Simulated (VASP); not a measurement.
# Te3Pb4Se (Cm) in VASP: single point with PBE

Aim: the single point of Te3Pb4Se with PBE.

Program: VASP 6.6.1. These are calculated values, not measurements. Logs are shortened: lines on timing, memory, paths and dates and some standing lists are left out, and cuts for length are marked.

### 1 The cell of the first run

The typed cell holds 8 atoms: a = 7.946 Å, b = 7.946 Å, c = 6.535 Å, α = 114.03°, β = 114.03°, γ = 109.28°.

### 2 Single point, PBE

Input file INCAR:

```
SYSTEM = Te3Pb4Se
PREC = Accurate
ENCUT = 520
EDIFF = 1E-6
ISMEAR = 0
SIGMA = 0.02
LREAL = .FALSE.
LASPH = .TRUE.
NELM = 100
ALGO = Normal
ISIF = 2
LWAVE = .FALSE.
LCHARG = .TRUE.
GGA = PE
LELF = .TRUE.
LVHAR = .TRUE.
NBANDS = 50
```

Input file KPOINTS:

```
regular mesh
0
G
  6 6 6
  0 0 0
```

Input file POSCAR:

```
Te3Pb4Se
1.0
    4.5950661859     -6.4802851754     -0.1736327114
    4.5950661859      6.4802851754     -0.1736327114
   -4.4201780853      0.0000000000      4.8139080508
Te Pb Se
3 4 1
Direct
    0.2428264077      0.7427474422      0.4852301549
    0.7427474422      0.2428264077      0.4852301549
    0.9944471391      0.9944471391      0.9886441236
    0.0324335126      0.0324335126      0.5340702677
    0.2584694529      0.7430273630      0.0009694024
    0.5023636569      0.5023636569      0.5338052036
    0.7430273630      0.2584694529      0.0009694024
    0.4858390879      0.4858390879      0.9711268872
```

Potentials or basis: VASP PAW PBE potentials, release 64 (Te, Pb_d, Se).

On the command line:

```bash
> cat potpaw_PBE.64/Te/POTCAR potpaw_PBE.64/Pb_d/POTCAR potpaw_PBE.64/Se/POTCAR > POTCAR
> mpirun -np 1 vasp_std > vasp.out
```

OUTCAR:

```text
SYSTEM = Te3Pb4Se
   PREC = Accurate
   ENCUT = 520
   EDIFF = 1E-6
   ISMEAR = 0
   LREAL = .FALSE.
   LASPH = .TRUE.
   NELM = 100
   ISIF = 2
   GGA = PE

 ion  position               nearest neighbor table
   1  0.243  0.743  0.485-   7 3.22   5 3.22   6 3.25   4 3.25   5 3.32   7 3.32
   2  0.743  0.243  0.485-   5 3.22   7 3.22   6 3.25   4 3.25   7 3.32   5 3.32
   3  0.994  0.994  0.989-   6 3.22   4 3.23   4 3.33   6 3.33   5 3.34   7 3.34
   4  0.032  0.032  0.534-   8 2.96   3 3.23   1 3.25   2 3.25   3 3.33
   5  0.258  0.743  0.001-   8 3.14   2 3.22   1 3.22   1 3.32   2 3.32   3 3.34
   6  0.502  0.502  0.534-   8 2.97   3 3.22   1 3.25   2 3.25   3 3.33
   7  0.743  0.258  0.001-   8 3.14   1 3.22   2 3.22   2 3.32   1 3.32   3 3.34
   8  0.486  0.486  0.971-   4 2.96   6 2.97   5 3.14   7 3.14

  Warning from LATTYP: Got some problem with cell dimensions!
  Tried to take original basis but could not verify dimensions!
  LATTYP: Found a base centered monoclinic cell.
 ALAT       =     9.1966910509
 B/A-ratio  =     1.4092645147
 C/A-ratio  =     0.7105578274
 COS(beta)  =    -0.7036032366

  Lattice vectors:

 A1 = (  -4.5950661859,   6.4802851754,   0.1736327114)
 A2 = (  -4.5950661859,  -6.4802851754,   0.1736327114)
 A3 = (   4.7699542865,   0.0000000000,   4.4666426280)

Analysis of symmetry for initial positions (statically):
=====================================================================
 Subroutine PRICEL returns:
 Original cell was already a primitive cell.

 Routine SETGRP: Setting up the symmetry group for a
 base centered monoclinic supercell.

 Subroutine GETGRP returns: Found  2 space group operations
 (whereof  2 operations were pure point group operations)
 out of a pool of  4 trial point group operations.

The static configuration has the point symmetry C_1h.

Analysis of symmetry for dynamics (positions and initial velocities):
=====================================================================
 Subroutine PRICEL returns:
 Original cell was already a primitive cell.

 Routine SETGRP: Setting up the symmetry group for a
 base centered monoclinic supercell.

 Subroutine GETGRP returns: Found  2 space group operations
 (whereof  2 operations were pure point group operations)
 out of a pool of  4 trial point group operations.

The dynamic configuration has the point symmetry C_1h.

 Subroutine INISYM returns: Found  2 space group operations
 (whereof  2 operations are pure point group operations),
 and found     1 'primitive' translations

----------------------------------------------------------------------------------------

                                     Primitive cell

  volume of cell :     276.7437

  direct lattice vectors                    reciprocal lattice vectors
     4.595066186 -6.480285175 -0.173632711     0.112723434 -0.077157098  0.103503775
     4.595066186  6.480285175 -0.173632711     0.112723434  0.077157098  0.103503775
    -4.420178085  0.000000000  4.813908051     0.008131637  0.000000000  0.215197979

  length of vectors
     7.945997579  7.945997579  6.535417739     0.171385010  0.171385010  0.215351558

  position of ions in fractional coordinates (direct lattice)
     0.242826408  0.742747442  0.485230155
     0.742747442  0.242826408  0.485230155
     0.994447139  0.994447139  0.988644124
     0.032433513  0.032433513  0.534070268
     0.258469453  0.743027363  0.000969402
     0.502363657  0.502363657  0.533805204
     0.743027363  0.258469453  0.000969402
     0.485839088  0.485839088  0.971126887

  ion indices of the primitive-cell ions
   primitive index   ion index
                 1           1
                 2           2
                 3           3
                 4           4
                 5           5
                 6           6
                 7           7
                 8           8

----------------------------------------------------------------------------------------

 KPOINTS: regular mesh

Automatic generation of k-mesh.
 Grid dimensions read from file:
 generate k-points for:    6    6    6

 Generating k-lattice:

  Cartesian coordinates                     Fractional coordinates (reciprocal lattice)
     0.018787239 -0.012859516  0.017250629     0.166666667  0.000000000  0.000000000
     0.018787239  0.012859516  0.017250629     0.000000000  0.166666667  0.000000000
     0.001355273  0.000000000  0.035866330     0.000000000  0.000000000  0.166666667

  Length of vectors
     0.028564168  0.028564168  0.035891926

  Shift w.r.t. Gamma in fractional coordinates (k-lattice)
     0.000000000  0.000000000  0.000000000

 Subroutine IBZKPT returns following result:
 ===========================================

 Found     68 irreducible k-points:

 Following reciprocal coordinates:
            Coordinates               Weight
  0.000000  0.000000  0.000000      1.000000
  0.166667  0.000000  0.000000      4.000000
  0.333333  0.000000  0.000000      4.000000
  0.500000  0.000000  0.000000      2.000000
  0.166667  0.166667  0.000000      2.000000
  0.333333  0.166667  0.000000      4.000000
[... 16 lines left out ...]
 -0.333333  0.166667  0.166667      4.000000
 -0.166667  0.166667  0.166667      4.000000
 [... further k-points ...]
   k-points           NKPTS =     68   k-points in BZ     NKDIM =     68   number of bands    NBANDS=     50
   number of dos      NEDOS =    301   number of ions     NIONS =      8
   total plane-waves  NPLWV = 180000
   dimension x,y,z NGX =    60 NGY =   60 NGZ =   50
   dimension x,y,z NGXF=   120 NGYF=  120 NGZF=  100
   ions per type =               3   4   1
   NGX,Y,Z   is equivalent  to a cutoff of  12.55, 12.55, 12.72 a.u.
   NGXF,Y,Z  is equivalent  to a cutoff of  25.11, 25.11, 25.44 a.u.
 SYSTEM =  Te3Pb4Se
   PREC   = accura    normal or accurate (medium, high low for compatibility)
   ISTART =      0    job   : 0-new  1-cont  2-samecut
   ICHARG =      2    charge: 1-file 2-atom 10-const
   ISPIN  =      1    spin polarized calculation?
   LNONCOLLINEAR =      F non collinear calculations
   LSORBIT =      F    spin-orbit coupling
   LASPH  =      T    aspherical Exc in radial PAW
   ENCUT  =  520.0 eV  38.22 Ry    6.18 a.u.  14.77 14.77 12.15*2*pi/ulx,y,z
   NELM   =    100;   NELMIN=  2; NELMDL= -5     # of ELM steps
   EDIFF  = 0.1E-05   stopping-criterion for ELM
   LREAL  =      F    real-space projection
   EDIFFG = 0.1E-04   stopping-criterion for IOM
   NSW    =      0    number of steps for IOM
   IBRION =     -1    ionic relax: 0-MD 1-quasi-New 2-CG
   NFREE  =      0    steps in history (QN), initial steepest desc. (CG)
   ISIF   =      2    stress and relaxation
   ISYM   =      2    0-nonsym 1-usesym 2-fastsym
   POTIM  = 0.5000    time-step for ionic-motion
   TEBEG  =    0.0;   TEEND  =   0.0 temperature during run
   PSTRESS=    0.0 pullay stress
   NELECT =      80.0000    total number of electrons
   NUPDOWN=      -1.0000    fix difference up-down
   EMIN   =  10.00;   EMAX   =-10.00  energy-range for DOS
   EFERMI =   0.00;   METHOD = LEGACY
   ISMEAR =     0;   SIGMA  =   0.02  broadening in eV -4-tet -1-fermi 0-gaus
   EFERMI_NEDOS =   21; number of points for ismear=-14 and -15
   IALGO  =     38    algorithm
   IMIX   =      4    mixing-type and parameters
     AMIX     =   0.40;   BMIX     =  1.00
     AMIX_MAG =   1.60;   BMIX_MAG =  1.00
  volume/ion in A,a.u.               =      34.59       233.44
  Fermi-wavevector in a.u.,A,eV,Ry     =   1.082461  2.045555 15.942243  1.171722
  Thomas-Fermi vector in A             =   2.218503
   LORBIT       =      0    0 simple, 1 ext, 2 COOP (PROOUT), +10 PAW based schemes
   GGA     = PE    functional components
   LHFCALC =     F    Hartree Fock is set to
   AEXX    =    0.0000 exact exchange contribution
   IVDW    =     0    specifies the selected vdW correction
   LEPSILON=     F    determine dielectric tensor
   LRPA    =     F    only Hartree local field effects (RPA)
 non-spin polarized calculation
 Gauss-broadening in eV      SIGMA  =   0.02
  energy-cutoff  :      520.00
  volume of cell :      276.74
 maximum number of plane-waves:      7478
   NGX = 29   NGY = 29   NGZ = 25

 number of electron      79.9999999 magnetization

 Free energy of the ion-electron system (eV)
  ---------------------------------------------------
  ext. energy  EPLUGINS =         0.00000000
  ---------------------------------------------------
  free energy    TOTEN  =       -30.66279489 eV

  energy without entropy =      -30.66279489  energy(sigma->0) =      -30.66279489

 E-fermi :   4.8757     XC(G=0):  -9.0533

 val. band max:        4.7275488470   @ k =   0.0000   0.0000   0.5000
 cond. band min:       5.3579909179   @ k =   0.0000   0.0000   0.5000
 fundamental gap:      0.6304420709
 Fermi energy:         4.8756571649

 k-point     1 :       0.0000    0.0000    0.0000
  band No.  band energies     occupation
      1     -11.9821      2.00000
      2     -11.9797      2.00000
      3     -11.9411      2.00000
      4     -11.9395      2.00000
      5     -11.9383      2.00000
      6     -11.9364      2.00000
[... 42 lines left out ...]
     49      10.1490      0.00000
     50      10.1849      0.00000

 k-point     2 :       0.1667    0.0000    0.0000
  band No.  band energies     occupation
      1     -11.9782      2.00000
      2     -11.9769      2.00000
      3     -11.9440      2.00000
      4     -11.9413      2.00000
      5     -11.9393      2.00000
      6     -11.9328      2.00000
[... 42 lines left out ...]
     49       9.4106      0.00000
     50       9.6819      0.00000

 k-point     3 :       0.3333    0.0000    0.0000
  band No.  band energies     occupation
      1     -11.9703      2.00000
      2     -11.9687      2.00000
      3     -11.9492      2.00000
      4     -11.9467      2.00000
      5     -11.9347      2.00000
      6     -11.9320      2.00000
[... 42 lines left out ...]
     49       9.0132      0.00000
     50       9.3182      0.00000

 k-point     4 :       0.5000    0.0000    0.0000
  band No.  band energies     occupation
      1     -11.9653      2.00000
      2     -11.9599      2.00000
      3     -11.9563      2.00000
      4     -11.9499      2.00000
      5     -11.9312      2.00000
      6     -11.9307      2.00000
[... 999 lines left out ...]
 k-point    23 :      -0.3333    0.1667    0.1667
  band No.  band energies     occupation
      1     -11.9807      2.00000
      2     -11.9719      2.00000
      3     -11.9554      2.00000
      4     -11.9412      2.00000
      5     -11.9392      2.00000
      6     -11.9329      2.00000
[... 42 lines left out ...]
     49       9.1345      0.00000
     50       9.5118      0.00000

 k-point    24 :      -0.1667    0.1667    0.1667
  band No.  band energies     occupation
      1     -11.9754      2.00000
      2     -11.9731      2.00000
      3     -11.9493      2.00000
      4     -11.9426      2.00000
      5     -11.9378      2.00000
      6     -11.9323      2.00000
[... 42 lines left out ...]
     49       9.1288      0.00000
     50       9.6024      0.00000

 [... further k-points ...]
[... 5 lines left out ...]
  --------------------------------------------------------------------------------------
  -------------------------------------------------------------------------------------
  Total       -0.1192584     -0.1135494     -0.1255721      0.0000000      0.0000000      0.0205221
  in kB       -0.6904334     -0.6573816     -0.7269858      0.0000000      0.0000000      0.1188103
  external PRESSURE =      -0.6916003 kB  Pullay stress =       0.0000000 kB

 VOLUME and BASIS-vectors are now :
 -----------------------------------------------------------------------------
  energy-cutoff  :      520.00
  volume of cell :      276.74
      direct lattice vectors                 reciprocal lattice vectors
     4.595066186 -6.480285175 -0.173632711     0.112723434 -0.077157098  0.103503775
     4.595066186  6.480285175 -0.173632711     0.112723434  0.077157098  0.103503775
    -4.420178085  0.000000000  4.813908051     0.008131637  0.000000000  0.215197979

 POSITION                                       TOTAL-FORCE (eV/Angst)
 -----------------------------------------------------------------------------------
      2.38397      3.23963      2.16473         0.000641      0.002320      0.002195
      2.38397     -3.23963      2.16473         0.000641     -0.002320      0.002195
      4.76912      0.00000      4.41390         0.001916     -0.000000     -0.003137
     -2.06262      0.00000      2.55970        -0.000890     -0.000000      0.002606
      4.59766      3.14007     -0.16923        -0.000217      0.001628     -0.001655
      2.25727      0.00000      2.39524        -0.002889     -0.000000      0.004782
      4.59766     -3.14007     -0.16923        -0.000217     -0.001628     -0.001655
      0.17237      0.00000      4.50620         0.001016     -0.000000     -0.005332
 -----------------------------------------------------------------------------------
    total drift:                                0.000134     -0.000000      0.000654

  FREE ENERGIE OF THE ION-ELECTRON SYSTEM (eV)
  ---------------------------------------------------
  free  energy   TOTEN  =       -30.6627948926 eV

  energy  without entropy=      -30.6627948926  energy(sigma->0) =      -30.66279489
```

Wall time 12 min (1 thread of Intel Xeon 6975P-C (Granite Rapids), shared host); peak memory 0.98 GiB.

What came out:

```
Free energy            : -30.6628 eV
Pressure               : -0.1 GPa
Largest force          : 0.006 eV/Å
Band gap on the k mesh : 0.63 eV, direct
```

Forces on the atoms (eV/Å):
```
Te   0.001  0.002  0.002
Te   0.001 -0.002  0.002
Te   0.002  0.000 -0.003
Pb  -0.001  0.000  0.003
Pb   0.000  0.002 -0.002
Pb  -0.003  0.000  0.005
Pb   0.000 -0.002 -0.002
Se   0.001  0.000 -0.005
```

Caveat: spin-orbit coupling is left out, which moves the levels of the heavy elements. A k mesh can miss the band edges.
